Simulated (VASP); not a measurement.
Wanted: the native input for a VASP 6.6.1 run.

| Item | Value |
| --- | --- |
| Task | single point |
| Functional | LDA |
| Potentials or basis | VASP PAW LDA potentials, release 64 (Be) |
| Cutoff | 520 eV |
| k mesh | 26 × 26 × 15 |
| Occupations | fermi-dirac, width 0.1 eV |
| Spin | no spin polarisation |
| Dipole correction | no |
| Further INCAR settings | ALGO = Normal; EDIFF = 1e-07; NBANDS = 9 |

The structure of Be lies in POSCAR:

```
Be
1.0
    2.3153497723      0.0000000000      0.0000000000
   -1.1576748862      2.0051517214      0.0000000000
    0.0000000000      0.0000000000      3.6433922421
Be
2
Direct
    0.3333333333      0.6666666667      0.2500000000
    0.6666666667      0.3333333333      0.7500000000
```

These files were run (other wordings do the same):

INCAR

```
SYSTEM = Be
ALGO = Normal
EDIFF = 1E-7
ENCUT = 520
ISIF = 2
ISMEAR = -1
LASPH = .TRUE.
LCHARG = .FALSE.
LREAL = .FALSE.
LWAVE = .FALSE.
NBANDS = 9
NELM = 100
PREC = Accurate
SIGMA = 0.1
```

KPOINTS

```
k-points
0
G
  26 26 15
  0 0 0
```

Potentials or basis: VASP PAW LDA potentials, release 64 (Be).

Run with:

```bash
$ cat potpaw_LDA.64/Be/POTCAR > POTCAR
$ mpirun -np 1 vasp_std > vasp.out
```

It gave:

| Item | Value |
| --- | --- |
| Pressure | -12.1 GPa |
| Band gap on the k mesh | zero (bands 2 and 3 overlap by 1.60 eV) |

Caveat: the cell stands under tension.

Run time: 41 s on 1 thread of Intel(R) Xeon(R) Platinum 8259CL CPU @ 2.50GHz (Skylake/Cascade Lake), with other jobs on the host, peak memory 0.17 GiB.
